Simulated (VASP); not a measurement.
# Nb (Pm-3m) in VASP: further runs, part 2 of 2

VASP 6.6.1. Earlier steps stand in the parts before.

## Step 3: Single point, PBEsol (volume scaled by 0.6)

Contents of INCAR:

```
PREC     = Accurate       # precision mode
ENCUT    = 520            # plane-wave cutoff, eV
EDIFF    = 1E-7           # SCF threshold, eV
ISMEAR   = -1             # smearing method
SIGMA    = 0.1            # smearing width, eV
LREAL    = F              # projectors in reciprocal space
LASPH    = T              # aspherical terms in the spheres
NELM     = 100            # most SCF steps
ALGO     = Normal         # electronic algorithm
ISIF     = 2              # what is computed and relaxed
LWAVE    = F              # write WAVECAR
LCHARG   = F              # write CHGCAR
GGA      = PS             # functional
NBANDS   = 12             # bands
```

Contents of KPOINTS:

```
Automatic mesh
0
Gamma
  14 14 14
```

Contents of POSCAR:

```
Nb
1.0
    2.2630050217      0.0000000000      0.0000000000
    0.0000000000      2.2630050217      0.0000000000
    0.0000000000      0.0000000000      2.2630050217
Nb
1
Direct
    0.0000000000      0.0000000000      0.0000000000
```

Potentials or basis: VASP PAW PBE potentials, release 64 (Nb_sv).

Launch:

```
cat potpaw_PBE.64/Nb_sv/POTCAR > POTCAR
mpirun -np 1 vasp_std > vasp.out
```

OUTCAR:

```text
PREC = Accurate
   ENCUT = 520
   EDIFF = 1E-7
   ISMEAR = -1
   LREAL = F
   LASPH = T
   NELM = 100
   ISIF = 2
   GGA = PS

 ion  position               nearest neighbor table
   1  0.000  0.000  0.000-

  LATTYP: Found a simple cubic cell.
 ALAT       =     2.2630050217

  Lattice vectors:

 A1 = (   2.2630050217,   0.0000000000,   0.0000000000)
 A2 = (   0.0000000000,   2.2630050217,   0.0000000000)
 A3 = (   0.0000000000,   0.0000000000,   2.2630050217)

Analysis of symmetry for initial positions (statically):
=====================================================================
 Subroutine PRICEL returns:
 Original cell was already a primitive cell.

 Routine SETGRP: Setting up the symmetry group for a
 simple cubic supercell.

 Subroutine GETGRP returns: Found 48 space group operations
 (whereof 48 operations were pure point group operations)
 out of a pool of 48 trial point group operations.

The static configuration has the point symmetry O_h .

Analysis of symmetry for dynamics (positions and initial velocities):
=====================================================================
 Subroutine PRICEL returns:
 Original cell was already a primitive cell.

 Routine SETGRP: Setting up the symmetry group for a
 simple cubic supercell.

 Subroutine GETGRP returns: Found 48 space group operations
 (whereof 48 operations were pure point group operations)
 out of a pool of 48 trial point group operations.

The dynamic configuration has the point symmetry O_h .

 Subroutine INISYM returns: Found 48 space group operations
 (whereof 48 operations are pure point group operations),
 and found     1 'primitive' translations

----------------------------------------------------------------------------------------

                                     Primitive cell

  volume of cell :      11.5893

  direct lattice vectors                    reciprocal lattice vectors
     2.263005022  0.000000000  0.000000000     0.441890314  0.000000000  0.000000000
     0.000000000  2.263005022  0.000000000     0.000000000  0.441890314  0.000000000
[... 113 lines left out ...]
   LRPA    =     F    only Hartree local field effects (RPA)
 non-spin polarized calculation
  energy-cutoff  :      520.00
  volume of cell :       11.59
 maximum number of plane-waves:       322
 NGX is ok and might be reduce to    18
   NGX =  9   NGY =  9   NGZ =  9

 number of electron      13.0000001 magnetization

 Free energy of the ion-electron system (eV)
  ---------------------------------------------------
  ext. energy  EPLUGINS =         0.00000000
  ---------------------------------------------------
  free energy    TOTEN  =        -6.80470774 eV

  energy without entropy =       -6.77964524  energy(sigma->0) =       -6.79217649

 E-fermi :  18.8334     XC(G=0): -14.9861

 val. band max:       18.8229633269   @ k =   0.4286   0.4286   0.1429
 cond. band min:      18.8431640727   @ k =   0.3571   0.1429   0.1429
 fundamental gap:      0.0202007457
 Fermi energy:        18.8334473329

 k-point     1 :       0.0000    0.0000    0.0000
  band No.  band energies     occupation
      1     -37.1272      2.00000
      2      -9.7258      2.00000
      3      -9.7258      2.00000
      4      -9.7258      2.00000
      5      12.6929      2.00000
      6      12.8146      2.00000
      7      12.8146      2.00000
      8      28.0726      0.00000
      9      28.0726      0.00000
     10      28.0726      0.00000
     11      38.9914      0.00000
     12      38.9914      0.00000
[... 331 lines left out ...]
 k-point    24 :       0.3571    0.2143    0.0000
  band No.  band energies     occupation
      1     -35.8089      2.00000
      2     -14.2315      2.00000
      3     -11.6013      2.00000
      4      -8.9749      2.00000
      5      14.7840      2.00000
      6      15.5793      2.00000
      7      20.1184      0.00001
      8      22.4174      0.00000
      9      24.6533      0.00000
     10      25.5678      0.00000
     11      33.5298      0.00000
     12      39.0093      0.00000

 [... further k-points ...]

------------------------ aborting loop because EDIFF is reached ----------------------------------------

  FORCE on cell =-STRESS in cart. coord.  units (eV):
  Direction    XX          YY          ZZ          XY          YZ          ZX
  --------------------------------------------------------------------------------------
  -------------------------------------------------------------------------------------
  Total       14.4185122     14.4185122     14.4185122     -0.0000000     -0.0000000     -0.0000000
  in kB     1993.3083118   1993.3083118   1993.3083118     -0.0000000     -0.0000000     -0.0000000
  external PRESSURE =    1993.3083118 kB  Pullay stress =       0.0000000 kB

 VOLUME and BASIS-vectors are now :
 -----------------------------------------------------------------------------
  energy-cutoff  :      520.00
  volume of cell :       11.59
      direct lattice vectors                 reciprocal lattice vectors
     2.263005022  0.000000000  0.000000000     0.441890314  0.000000000  0.000000000
     0.000000000  2.263005022  0.000000000     0.000000000  0.441890314  0.000000000
     0.000000000  0.000000000  2.263005022     0.000000000  0.000000000  0.441890314

 POSITION                                       TOTAL-FORCE (eV/Angst)
 -----------------------------------------------------------------------------------
      0.00000      0.00000      0.00000         0.000000      0.000000      0.000000
 -----------------------------------------------------------------------------------
    total drift:                                0.000000      0.000000     -0.000000

  FREE ENERGIE OF THE ION-ELECTRON SYSTEM (eV)
  ---------------------------------------------------
  free  energy   TOTEN  =        -6.8047077437 eV

  energy  without entropy=       -6.7796452409  energy(sigma->0) =       -6.79217649
```

OSZICAR:

```text
N       E                     dE             d eps       ncg     rms          rms(c)
DAV:   1     0.130623268105E+03    0.13062E+03   -0.76742E+03  2920   0.116E+03
DAV:   2    -0.237294127223E+01   -0.13300E+03   -0.12637E+03  3004   0.422E+02
DAV:   3    -0.657429599411E+01   -0.42014E+01   -0.39943E+01  4164   0.679E+01
DAV:   4    -0.680333693731E+01   -0.22904E+00   -0.22723E+00  3920   0.136E+01
DAV:   5    -0.681319632194E+01   -0.98594E-02   -0.98484E-02  4268   0.227E+00    0.168E+01
DAV:   6    -0.675911826332E+01    0.54078E-01   -0.20605E-01  4568   0.575E+00    0.821E+00
DAV:   7    -0.679433480326E+01   -0.35217E-01   -0.12154E-01  4744   0.419E+00    0.137E+00
DAV:   8    -0.680476094480E+01   -0.10426E-01   -0.22996E-02  3200   0.190E+00    0.238E-01
DAV:   9    -0.680463550487E+01    0.12544E-03   -0.17143E-03  4232   0.418E-01    0.104E-01
DAV:  10    -0.680470812608E+01   -0.72621E-04   -0.20784E-04  3284   0.210E-01    0.205E-02
DAV:  11    -0.680470764512E+01    0.48095E-06   -0.93544E-06  3828   0.338E-02    0.306E-03
DAV:  12    -0.680470774375E+01   -0.98626E-07   -0.39341E-07  3520   0.666E-03
   1 F= -.68047077E+01 E0= -.67921765E+01  d E =-.250625E-01
```

Wall time 10 s (1 thread of AMD EPYC 7R13 (Zen 3), shared host); peak memory 0.1 GiB.

What came out:

| Quantity | Value |
| --- | --- |
| Free energy | -6.8047 eV |
| Pressure | 199.3 GPa |

Levels at points of the mesh, in eV from the Fermi level:
| k point | band 4 | band 5 | band 6 | band 7 | band 8 | band 9 | band 10 | band 11 |
| --- | --- | --- | --- | --- | --- | --- | --- | --- |
| (0.00, 0.00, 0.00) | -28.56 | -6.14 | -6.02 | -6.02 | 9.24 | 9.24 | 9.24 | 20.16 |
| (0.50, 0.00, 0.00) | -27.91 | -4.26 | -2.38 | 2.08 | 2.11 | 2.11 | 10.08 | 14.08 |
| (0.50, 0.50, 0.00) | -27.31 | -9.05 | -1.31 | 3.66 | 3.66 | 9.96 | 9.96 | 13.94 |
| (0.50, 0.50, 0.50) | -32.39 | -6.15 | -6.15 | -6.15 | 5.67 | 14.54 | 14.54 | 23.18 |

Caveat: the PAW data sets were made with another functional, which shifts forces and pressure a little.

## Step 4: Single point, PBEsol (volume scaled by 0.6)

Contents of INCAR:

```
SYSTEM = Nb
PREC = Accurate
ENCUT = 520
EDIFF = 1E-6
ISMEAR = -1
SIGMA = 0.1
LREAL = .FALSE.
LASPH = .TRUE.
NELM = 80
ALGO = Normal
ISIF = 2
LWAVE = .FALSE.
LCHARG = .TRUE.
GGA = PS
LELF = .TRUE.
LVHAR = .TRUE.
NBANDS = 12
```

Contents of KPOINTS:

```
Automatic mesh
0
G
  14 14 14
  0 0 0
```

POSCAR is that of step 3.

Potentials or basis: VASP PAW PBE potentials, release 64 (Nb_sv).

Launch:

```
cat potpaw_PBE.64/Nb_sv/POTCAR > POTCAR
mpirun -np 1 vasp_std > vasp.out
```

OUTCAR:

```text
SYSTEM = Nb
   PREC = Accurate
   ENCUT = 520
   EDIFF = 1E-6
   ISMEAR = -1
   LREAL = .FALSE.
   LASPH = .TRUE.
   NELM = 80
   ISIF = 2
   GGA = PS

 ion  position               nearest neighbor table
   1  0.000  0.000  0.000-

  LATTYP: Found a simple cubic cell.
 ALAT       =     2.2630050217

  Lattice vectors:

 A1 = (   2.2630050217,   0.0000000000,   0.0000000000)
 A2 = (   0.0000000000,   2.2630050217,   0.0000000000)
 A3 = (   0.0000000000,   0.0000000000,   2.2630050217)

Analysis of symmetry for initial positions (statically):
=====================================================================
 Subroutine PRICEL returns:
 Original cell was already a primitive cell.

 Routine SETGRP: Setting up the symmetry group for a
 simple cubic supercell.

 Subroutine GETGRP returns: Found 48 space group operations
 (whereof 48 operations were pure point group operations)
 out of a pool of 48 trial point group operations.

The static configuration has the point symmetry O_h .

Analysis of symmetry for dynamics (positions and initial velocities):
=====================================================================
 Subroutine PRICEL returns:
 Original cell was already a primitive cell.

 Routine SETGRP: Setting up the symmetry group for a
 simple cubic supercell.

 Subroutine GETGRP returns: Found 48 space group operations
 (whereof 48 operations were pure point group operations)
 out of a pool of 48 trial point group operations.

The dynamic configuration has the point symmetry O_h .

 Subroutine INISYM returns: Found 48 space group operations
 (whereof 48 operations are pure point group operations),
 and found     1 'primitive' translations

----------------------------------------------------------------------------------------

                                     Primitive cell

  volume of cell :      11.5893

  direct lattice vectors                    reciprocal lattice vectors
     2.263005022  0.000000000  0.000000000     0.441890314  0.000000000  0.000000000
     0.000000000  2.263005022  0.000000000     0.000000000  0.441890314  0.000000000
     0.000000000  0.000000000  2.263005022     0.000000000  0.000000000  0.441890314

  length of vectors
     2.263005022  2.263005022  2.263005022     0.441890314  0.441890314  0.441890314

  position of ions in fractional coordinates (direct lattice)
     0.000000000  0.000000000  0.000000000

  ion indices of the primitive-cell ions
   primitive index   ion index
                 1           1

----------------------------------------------------------------------------------------

 KPOINTS: Automatic mesh

Automatic generation of k-mesh.
 Grid dimensions read from file:
 generate k-points for:   14   14   14

 Generating k-lattice:

  Cartesian coordinates                     Fractional coordinates (reciprocal lattice)
     0.031563594  0.000000000  0.000000000     0.071428571  0.000000000  0.000000000
     0.000000000  0.031563594  0.000000000     0.000000000  0.071428571  0.000000000
     0.000000000  0.000000000  0.031563594     0.000000000  0.000000000  0.071428571

  Length of vectors
     0.031563594  0.031563594  0.031563594

  Shift w.r.t. Gamma in fractional coordinates (k-lattice)
     0.000000000  0.000000000  0.000000000

 Subroutine IBZKPT returns following result:
 ===========================================

 Found    120 irreducible k-points:

 Following reciprocal coordinates:
            Coordinates               Weight
  0.000000  0.000000  0.000000      1.000000
  0.071429  0.000000  0.000000      6.000000
  0.142857  0.000000  0.000000      6.000000
  0.214286  0.000000  0.000000      6.000000
  0.285714  0.000000  0.000000      6.000000
  0.357143  0.000000  0.000000      6.000000
[... 16 lines left out ...]
  0.285714  0.214286  0.000000     24.000000
  0.357143  0.214286  0.000000     24.000000
 [... further k-points ...]
   k-points           NKPTS =    120   k-points in BZ     NKDIM =    120   number of bands    NBANDS=     12
   number of dos      NEDOS =    301   number of ions     NIONS =      1
   total plane-waves  NPLWV =   5832
   dimension x,y,z NGX =    18 NGY =   18 NGZ =   18
   dimension x,y,z NGXF=    36 NGYF=   36 NGZF=   36
   ions per type =               1
   NGX,Y,Z   is equivalent  to a cutoff of  13.22, 13.22, 13.22 a.u.
   NGXF,Y,Z  is equivalent  to a cutoff of  26.45, 26.45, 26.45 a.u.
 SYSTEM =  Nb
   PREC   = accura    normal or accurate (medium, high low for compatibility)
   ISTART =      0    job   : 0-new  1-cont  2-samecut
   ICHARG =      2    charge: 1-file 2-atom 10-const
   ISPIN  =      1    spin polarized calculation?
   LNONCOLLINEAR =      F non collinear calculations
   LSORBIT =      F    spin-orbit coupling
   LASPH  =      T    aspherical Exc in radial PAW
   ENCUT  =  520.0 eV  38.22 Ry    6.18 a.u.   4.21  4.21  4.21*2*pi/ulx,y,z
   NELM   =     80;   NELMIN=  2; NELMDL= -5     # of ELM steps
   EDIFF  = 0.1E-05   stopping-criterion for ELM
   LREAL  =      F    real-space projection
[... 7 lines left out ...]
   TEBEG  =    0.0;   TEEND  =   0.0 temperature during run
   PSTRESS=    0.0 pullay stress
   NELECT =      13.0000    total number of electrons
   NUPDOWN=      -1.0000    fix difference up-down
   EMIN   =  10.00;   EMAX   =-10.00  energy-range for DOS
   EFERMI =   0.00;   METHOD = LEGACY
   ISMEAR =    -1;   SIGMA  =   0.10  broadening in eV -4-tet -1-fermi 0-gaus
   EFERMI_NEDOS =   21; number of points for ismear=-14 and -15
   IALGO  =     38    algorithm
   IMIX   =      4    mixing-type and parameters
     AMIX     =   0.40;   BMIX     =  1.00
     AMIX_MAG =   1.60;   BMIX_MAG =  1.00
  volume/ion in A,a.u.               =      11.59        78.21
  Fermi-wavevector in a.u.,A,eV,Ry     =   1.700998  3.214420 39.367011  2.893394
  Thomas-Fermi vector in A             =   2.781031
   LORBIT       =      0    0 simple, 1 ext, 2 COOP (PROOUT), +10 PAW based schemes
   GGA     = PS    functional components
   LHFCALC =     F    Hartree Fock is set to
   AEXX    =    0.0000 exact exchange contribution
   IVDW    =     0    specifies the selected vdW correction
   LEPSILON=     F    determine dielectric tensor
   LRPA    =     F    only Hartree local field effects (RPA)
 non-spin polarized calculation
  energy-cutoff  :      520.00
  volume of cell :       11.59
 maximum number of plane-waves:       322
 NGX is ok and might be reduce to    18
   NGX =  9   NGY =  9   NGZ =  9

 number of electron      13.0000001 magnetization

 Free energy of the ion-electron system (eV)
  ---------------------------------------------------
  ext. energy  EPLUGINS =         0.00000000
  ---------------------------------------------------
  free energy    TOTEN  =        -6.80470765 eV

  energy without entropy =       -6.77964580  energy(sigma->0) =       -6.79217672

 E-fermi :  18.8336     XC(G=0): -14.9861

 val. band max:       18.8230742021   @ k =   0.4286   0.4286   0.1429
 cond. band min:      18.8433238915   @ k =   0.3571   0.1429   0.1429
 fundamental gap:      0.0202496895
 Fermi energy:        18.8335678635

 k-point     1 :       0.0000    0.0000    0.0000
  band No.  band energies     occupation
      1     -37.1271      2.00000
      2      -9.7257      2.00000
      3      -9.7257      2.00000
      4      -9.7257      2.00000
      5      12.6933      2.00000
      6      12.8147      2.00000
      7      12.8147      2.00000
      8      28.0727      0.00000
      9      28.0727      0.00000
     10      28.0727      0.00000
     11      38.9915      0.00000
     12      38.9915      0.00000

 k-point     2 :       0.0714    0.0000    0.0000
  band No.  band energies     occupation
      1     -37.0760      2.00000
      2     -10.0899      2.00000
      3      -9.6951      2.00000
      4      -9.6951      2.00000
      5      12.8455      2.00000
      6      12.8878      2.00000
      7      13.3800      2.00000
      8      27.4776      0.00000
      9      27.4776      0.00000
     10      28.1112      0.00000
     11      38.0018      0.00000
     12      39.5950      0.00000
[... 316 lines left out ...]
 k-point    24 :       0.3571    0.2143    0.0000
  band No.  band energies     occupation
      1     -35.8088      2.00000
      2     -14.2314      2.00000
      3     -11.6012      2.00000
      4      -8.9748      2.00000
      5      14.7841      2.00000
      6      15.5794      2.00000
      7      20.1185      0.00001
      8      22.4175      0.00000
      9      24.6534      0.00000
     10      25.5679      0.00000
     11      33.5299      0.00000
     12      39.0099      0.00000

 [... further k-points ...]

------------------------ aborting loop because EDIFF is reached ----------------------------------------

  FORCE on cell =-STRESS in cart. coord.  units (eV):
  Direction    XX          YY          ZZ          XY          YZ          ZX
  --------------------------------------------------------------------------------------
  -------------------------------------------------------------------------------------
  Total       14.4143380     14.4143380     14.4143380      0.0000000     -0.0000000      0.0000000
  in kB     1992.7312488   1992.7312488   1992.7312488      0.0000000     -0.0000000      0.0000000
  external PRESSURE =    1992.7312488 kB  Pullay stress =       0.0000000 kB

 VOLUME and BASIS-vectors are now :
 -----------------------------------------------------------------------------
  energy-cutoff  :      520.00
  volume of cell :       11.59
      direct lattice vectors                 reciprocal lattice vectors
     2.263005022  0.000000000  0.000000000     0.441890314  0.000000000  0.000000000
     0.000000000  2.263005022  0.000000000     0.000000000  0.441890314  0.000000000
     0.000000000  0.000000000  2.263005022     0.000000000  0.000000000  0.441890314

 POSITION                                       TOTAL-FORCE (eV/Angst)
 -----------------------------------------------------------------------------------
      0.00000      0.00000      0.00000         0.000000      0.000000      0.000000
 -----------------------------------------------------------------------------------
    total drift:                               -0.000000      0.000000     -0.000000

  FREE ENERGIE OF THE ION-ELECTRON SYSTEM (eV)
  ---------------------------------------------------
  free  energy   TOTEN  =        -6.8047076450 eV

  energy  without entropy=       -6.7796458049  energy(sigma->0) =       -6.79217672
```

stdout:

```text
POSCAR found type information on POSCAR Nb
 POSCAR found :  1 types and       1 ions
 scaLAPACK will be used
 -----------------------------------------------------------------------------
|                                                                             |
|                                                                             |
|     You enforced a specific xc type in the INCAR file but a different       |
|     I HOPE YOU KNOW WHAT YOU ARE DOING!                                     |
|                                                                             |
 -----------------------------------------------------------------------------

 LDA part: xc-table for (Slater+PW92), standard interpolation
 POSCAR, INCAR and KPOINTS ok, starting setup
 FFT: planning ... GRIDC
 FFT: planning ... GRID_SOFT
 FFT: planning ... GRID
 WAVECAR not read
 entering main loop
```

Wall time 9.7 s (1 thread of AMD EPYC 7R13 (Zen 3), shared host); peak memory 0.1 GiB.

Results:

```
Free energy : -6.8047 eV
Pressure    : 199.3 GPa
```

Caveat: the PAW data sets were made with another functional, which shifts forces and pressure a little.
